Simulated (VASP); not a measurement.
# HgS3 (R3m) in VASP: further runs

Runs on HgS3. Level: PBE. Tasks: single point, relaxation of cell and atoms.

Everything below comes from runs of VASP 6.6.1. Logs are shortened: lines on timing, memory, paths and dates and some standing lists are left out, and cuts for length are marked.

**1. The cell of the first run**

Symmetry: R3m, No. 160, trigonal system. The conventional cell has a = 7.464 Å, b = 7.464 Å, c = 8.404 Å, α = 90.00°, β = 90.00°, γ = 120.00°. Within 4.8 Å of Hg (site symmetry 3m) lie 12 S at 3.69 to 3.91 Å. S (site symmetry m) has 2 S at 2.09 Å within 2.8 Å.

The cell was generated, and may not be a known phase.

**2. Single point, PBE**

The input, INCAR:

```
SYSTEM = HgS3
PREC = Accurate
ENCUT = 520
EDIFF = 1E-6
ISMEAR = 0
SIGMA = 0.1
LREAL = .False.
LASPH = .True.
NELM = 100
ALGO = Normal
ISIF = 2
LWAVE = .False.
LCHARG = .False.
GGA = PE
NBANDS = 23
```

The input, KPOINTS:

```
regular mesh
0
Gamma
  6 6 6
  0 0 0
```

The input, POSCAR:

```
HgS3
1.0
    3.7320422874      2.1546956193      2.8014826308
   -3.7320422874      2.1546956193      2.8014826308
    0.0000000000     -4.3093912385      2.8014826308
Hg S
1 3
Direct
    0.5040995000      0.5040995000      0.5040995000
    0.7326978205      0.0125269376      0.0125269376
    0.0125269376      0.7326978205      0.0125269376
    0.0125269376      0.0125269376      0.7326978205
```

Potentials or basis: VASP PAW PBE potentials, release 64 (Hg, S).

On the command line:

```
cat potpaw_PBE.64/Hg/POTCAR potpaw_PBE.64/S/POTCAR > POTCAR
mpirun -np 1 vasp_std > vasp.out
```

OUTCAR:

```text
SYSTEM = HgS3
   PREC = Accurate
   ENCUT = 520
   EDIFF = 1E-6
   ISMEAR = 0
   LREAL = .False.
   LASPH = .True.
   NELM = 100
   ISIF = 2
   GGA = PE

 ion  position               nearest neighbor table
   1  0.504  0.504  0.504-
   2  0.733  0.013  0.013-   3 2.09   4 2.09
   3  0.013  0.733  0.013-   2 2.09   4 2.09
   4  0.013  0.013  0.733-   2 2.09   3 2.09

  LATTYP: Found a trigonal (rhomboedric) cell.
 ALAT       =     5.1399569821
 COS(alpha) =    -0.0543969458

  Lattice vectors:

 A1 = (   3.7320422874,   2.1546956193,   2.8014826308)
 A2 = (  -3.7320422874,   2.1546956193,   2.8014826308)
 A3 = (   0.0000000000,  -4.3093912385,   2.8014826308)

Analysis of symmetry for initial positions (statically):
=====================================================================
 Subroutine PRICEL returns:
 Original cell was already a primitive cell.

 Routine SETGRP: Setting up the symmetry group for a
 trigonal (rhombohedral) supercell.

 Subroutine GETGRP returns: Found  6 space group operations
 (whereof  6 operations were pure point group operations)
 out of a pool of 12 trial point group operations.

The static configuration has the point symmetry C_3v.

Analysis of symmetry for dynamics (positions and initial velocities):
=====================================================================
 Subroutine PRICEL returns:
 Original cell was already a primitive cell.

 Routine SETGRP: Setting up the symmetry group for a
 trigonal (rhombohedral) supercell.

 Subroutine GETGRP returns: Found  6 space group operations
 (whereof  6 operations were pure point group operations)
 out of a pool of 12 trial point group operations.

The dynamic configuration has the point symmetry C_3v.

 Subroutine INISYM returns: Found  6 space group operations
 (whereof  6 operations are pure point group operations),
 and found     1 'primitive' translations

----------------------------------------------------------------------------------------

                                     Primitive cell

  volume of cell :     135.1673

  direct lattice vectors                    reciprocal lattice vectors
     3.732042287  2.154695619  2.801482631     0.133974902  0.077350446  0.118984615
    -3.732042287  2.154695619  2.801482631    -0.133974902  0.077350446  0.118984615
     0.000000000 -4.309391238  2.801482631     0.000000000 -0.154700892  0.118984615

  length of vectors
     5.139956982  5.139956982  5.139956982     0.195165839  0.195165839  0.195165839

  position of ions in fractional coordinates (direct lattice)
     0.504099500  0.504099500  0.504099500
     0.732697821  0.012526938  0.012526938
     0.012526938  0.732697821  0.012526938
     0.012526938  0.012526938  0.732697821

  ion indices of the primitive-cell ions
   primitive index   ion index
                 1           1
                 2           2
                 3           3
                 4           4

----------------------------------------------------------------------------------------

 KPOINTS: regular mesh

Automatic generation of k-mesh.
 Grid dimensions read from file:
 generate k-points for:    6    6    6

 Generating k-lattice:

  Cartesian coordinates                     Fractional coordinates (reciprocal lattice)
     0.022329150  0.012891741  0.019830769     0.166666667  0.000000000  0.000000000
    -0.022329150  0.012891741  0.019830769     0.000000000  0.166666667  0.000000000
     0.000000000 -0.025783482  0.019830769     0.000000000  0.000000000  0.166666667

  Length of vectors
     0.032527640  0.032527640  0.032527640

  Shift w.r.t. Gamma in fractional coordinates (k-lattice)
     0.000000000  0.000000000  0.000000000

 Subroutine IBZKPT returns following result:
 ===========================================

 Found     32 irreducible k-points:

 Following reciprocal coordinates:
            Coordinates               Weight
  0.000000  0.000000  0.000000      1.000000
  0.166667  0.000000  0.000000      6.000000
  0.333333  0.000000  0.000000      6.000000
  0.500000  0.000000  0.000000      3.000000
  0.166667  0.166667  0.000000      6.000000
  0.333333  0.166667  0.000000     12.000000
[... 16 lines left out ...]
  0.500000  0.500000  0.166667      6.000000
 -0.333333  0.500000  0.166667     12.000000
 [... further k-points ...]
   k-points           NKPTS =     32   k-points in BZ     NKDIM =     32   number of bands    NBANDS=     23
   number of dos      NEDOS =    301   number of ions     NIONS =      4
   total plane-waves  NPLWV =  64000
   dimension x,y,z NGX =    40 NGY =   40 NGZ =   40
   dimension x,y,z NGXF=    80 NGYF=   80 NGZF=   80
   ions per type =               1   3
   NGX,Y,Z   is equivalent  to a cutoff of  12.94, 12.94, 12.94 a.u.
   NGXF,Y,Z  is equivalent  to a cutoff of  25.88, 25.88, 25.88 a.u.
 SYSTEM =  HgS3
   PREC   = accura    normal or accurate (medium, high low for compatibility)
   ISTART =      0    job   : 0-new  1-cont  2-samecut
   ICHARG =      2    charge: 1-file 2-atom 10-const
   ISPIN  =      1    spin polarized calculation?
   LNONCOLLINEAR =      F non collinear calculations
   LSORBIT =      F    spin-orbit coupling
   LASPH  =      T    aspherical Exc in radial PAW
   ENCUT  =  520.0 eV  38.22 Ry    6.18 a.u.   9.56  9.56  9.56*2*pi/ulx,y,z
   NELM   =    100;   NELMIN=  2; NELMDL= -5     # of ELM steps
   EDIFF  = 0.1E-05   stopping-criterion for ELM
   LREAL  =      F    real-space projection
[... 7 lines left out ...]
   TEBEG  =    0.0;   TEEND  =   0.0 temperature during run
   PSTRESS=    0.0 pullay stress
   NELECT =      30.0000    total number of electrons
   NUPDOWN=      -1.0000    fix difference up-down
   EMIN   =  10.00;   EMAX   =-10.00  energy-range for DOS
   EFERMI =   0.00;   METHOD = LEGACY
   ISMEAR =     0;   SIGMA  =   0.10  broadening in eV -4-tet -1-fermi 0-gaus
   EFERMI_NEDOS =   21; number of points for ismear=-14 and -15
   IALGO  =     38    algorithm
   IMIX   =      4    mixing-type and parameters
     AMIX     =   0.40;   BMIX     =  1.00
     AMIX_MAG =   1.60;   BMIX_MAG =  1.00
  volume/ion in A,a.u.               =      33.79       228.04
  Fermi-wavevector in a.u.,A,eV,Ry     =   0.991193  1.873082 13.367216  0.982463
  Thomas-Fermi vector in A             =   2.122916
   LORBIT       =      0    0 simple, 1 ext, 2 COOP (PROOUT), +10 PAW based schemes
   GGA     = PE    functional components
   LHFCALC =     F    Hartree Fock is set to
   AEXX    =    0.0000 exact exchange contribution
   IVDW    =     0    specifies the selected vdW correction
   LEPSILON=     F    determine dielectric tensor
   LRPA    =     F    only Hartree local field effects (RPA)
 non-spin polarized calculation
 Gauss-broadening in eV      SIGMA  =   0.10
  energy-cutoff  :      520.00
  volume of cell :      135.17
 maximum number of plane-waves:      3654
 NGX is ok and might be reduce to    40
   NGX = 19   NGY = 19   NGZ = 19

 number of electron      29.9999997 magnetization

 Free energy of the ion-electron system (eV)
  ---------------------------------------------------
  ext. energy  EPLUGINS =         0.00000000
  ---------------------------------------------------
  free energy    TOTEN  =       -11.08174180 eV

  energy without entropy =      -11.08174180  energy(sigma->0) =      -11.08174180

 E-fermi :   0.7022     XC(G=0):  -7.5631

 val. band max:        0.2313757414   @ k =   0.5000   0.5000   0.0000
 cond. band min:       1.6241111060   @ k =   0.5000   0.5000   0.0000
 fundamental gap:      1.3927353647
 Fermi energy:         0.7022398380

 k-point     1 :       0.0000    0.0000    0.0000
  band No.  band energies     occupation
      1     -16.8658      2.00000
      2     -10.8689      2.00000
      3     -10.8689      2.00000
      4      -5.6276      2.00000
      5      -4.4748      2.00000
      6      -4.4748      2.00000
[... 15 lines left out ...]
     22       7.6106      0.00000
     23       8.0950      0.00000

 k-point     2 :       0.1667    0.0000    0.0000
  band No.  band energies     occupation
      1     -16.8581      2.00000
      2     -10.9157      2.00000
      3     -10.8636      2.00000
      4      -5.5575      2.00000
      5      -4.4800      2.00000
      6      -4.4677      2.00000
[... 15 lines left out ...]
     22       7.8896      0.00000
     23       8.1763      0.00000

 k-point     3 :       0.3333    0.0000    0.0000
  band No.  band energies     occupation
      1     -16.8425      2.00000
      2     -11.0069      2.00000
      3     -10.8528      2.00000
      4      -5.4050      2.00000
      5      -4.5079      2.00000
      6      -4.4796      2.00000
[... 15 lines left out ...]
     22       7.8487      0.00000
     23       8.0949      0.00000

 k-point     4 :       0.5000    0.0000    0.0000
  band No.  band energies     occupation
      1     -16.8345      2.00000
      2     -11.0514      2.00000
      3     -10.8474      2.00000
      4      -5.3196      2.00000
      5      -4.5328      2.00000
      6      -4.4719      2.00000
[... 15 lines left out ...]
     22       7.6406      0.00000
     23       8.0923      0.00000

 k-point     5 :       0.1667    0.1667    0.0000
  band No.  band energies     occupation
      1     -16.8505      2.00000
      2     -10.9312      2.00000
      3     -10.8856      2.00000
      4      -5.5329      2.00000
      5      -4.4816      2.00000
      6      -4.4692      2.00000
[... 434 lines left out ...]
 k-point    22 :      -0.1667    0.3333    0.1667
  band No.  band energies     occupation
      1     -16.8276      2.00000
      2     -11.0149      2.00000
      3     -10.9184      2.00000
      4      -5.2904      2.00000
      5      -4.5819      2.00000
      6      -4.4795      2.00000
[... 15 lines left out ...]
     22       7.9158      0.00000
     23       8.4801      0.00000

 k-point    23 :       0.5000    0.5000    0.1667
  band No.  band energies     occupation
      1     -16.7977      2.00000
      2     -11.1011      2.00000
      3     -10.9677      2.00000
      4      -5.1417      2.00000
      5      -4.5952      2.00000
      6      -4.4900      2.00000
[... 15 lines left out ...]
     22       7.0519      0.00000
     23       8.3415      0.00000

 k-point    24 :      -0.3333    0.5000    0.1667
  band No.  band energies     occupation
      1     -16.8051      2.00000
      2     -11.0783      2.00000
      3     -10.9585      2.00000
      4      -5.1557      2.00000
      5      -4.6398      2.00000
      6      -4.5051      2.00000
[... 15 lines left out ...]
     22       7.5153      0.00000
     23       8.8099      0.00000

 [... further k-points ...]
[... 5 lines left out ...]
  --------------------------------------------------------------------------------------
  -------------------------------------------------------------------------------------
  Total       -0.1379461     -0.1379461     -0.0060017      0.0000000     -0.0000000      0.0000000
  in kB       -1.6351157     -1.6351157     -0.0711405      0.0000000     -0.0000000      0.0000000
  external PRESSURE =      -1.1137906 kB  Pullay stress =       0.0000000 kB

 VOLUME and BASIS-vectors are now :
 -----------------------------------------------------------------------------
  energy-cutoff  :      520.00
  volume of cell :      135.17
      direct lattice vectors                 reciprocal lattice vectors
     3.732042287  2.154695619  2.801482631     0.133974902  0.077350446  0.118984615
    -3.732042287  2.154695619  2.801482631    -0.133974902  0.077350446  0.118984615
     0.000000000 -4.309391238  2.801482631     0.000000000 -0.154700892  0.118984615

 POSITION                                       TOTAL-FORCE (eV/Angst)
 -----------------------------------------------------------------------------------
      0.00000      0.00000      4.23668         0.000000      0.000000      0.001171
      2.68771      1.55175      2.12283         0.180941      0.104466     -0.000390
     -2.68771      1.55175      2.12283        -0.180941      0.104466     -0.000390
      0.00000     -3.10350      2.12283         0.000000     -0.208932     -0.000390
 -----------------------------------------------------------------------------------
    total drift:                               -0.000000      0.000000     -0.000339

  FREE ENERGIE OF THE ION-ELECTRON SYSTEM (eV)
  ---------------------------------------------------
  free  energy   TOTEN  =       -11.0817417996 eV

  energy  without entropy=      -11.0817417996  energy(sigma->0) =      -11.08174180
```

It took 2.1 min on 1 thread of AMD EPYC 7R13, shared host; peak memory 0.25 GiB.

What came out:

* Free energy: -11.0817 eV
* Pressure: -0.1 GPa
* Largest force: 0.209 eV/Å
* Band gap on the k mesh: 1.39 eV

Forces on the atoms (eV/Å):
```
Hg   0.000  0.000  0.001
S    0.181  0.104  0.000
S   -0.181  0.104  0.000
S    0.000 -0.209  0.000
```

Caveat: spin-orbit coupling is left out, which moves the levels of the heavy elements. A k mesh can miss the band edges.

[end of part 1 of 2]
